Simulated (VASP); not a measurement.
Wanted: the native input for a VASP 6.6.1 run.

```yaml
Task: single point
Functional: LDA
Potentials_or_basis: VASP PAW LDA potentials, release 64 (Zn)
Cutoff: 520 eV
k_mesh: 22 × 22 × 22
Occupations: gaussian, width 0.15 eV
Spin: no spin polarisation
Dipole_correction: no
Further_INCAR_settings: ALGO = Fast; EDIFF = 1e-06; NBANDS = 12
```

The structure of Zn lies in POSCAR:

```
Zn
1.0
   -1.1049815070      1.5332552785      1.5332552785
    1.5332552785     -1.1049815070      1.5332552785
    1.5332552785      1.5332552785     -1.1049815070
Zn
1
Direct
    0.0000000000      0.0000000000      0.0000000000
```

One way to write it, as run:

INCAR

```
PREC = Accurate ; ENCUT = 520
EDIFF = 1E-6 ; ISMEAR = 0
SIGMA = 0.15 ; LREAL = False
LASPH = True ; NELM = 60
ALGO = Fast ; ISIF = 2
LWAVE = False ; LCHARG = False
GGA = CA ; NBANDS = 12
```

KPOINTS

```
regular mesh
0
Gamma
  22 22 22
```

Potentials or basis: VASP PAW LDA potentials, release 64 (Zn).

Launch:

```console
$ cat potpaw_LDA.64/Zn/POTCAR > POTCAR
$ mpirun -np 1 vasp_std > vasp.out
```

It gave:

| Quantity | Value |
| --- | --- |
| Pressure | 12.0 GPa |
| Band gap on the k mesh | zero (band 6 reaches 8.33 eV, above the bottom of band 7 at 1.14 eV) |

It took 79 s on 1 thread of Intel(R) Xeon(R) Platinum 8488C (Sapphire Rapids), with other jobs on the host, peak memory 0.26 GiB.
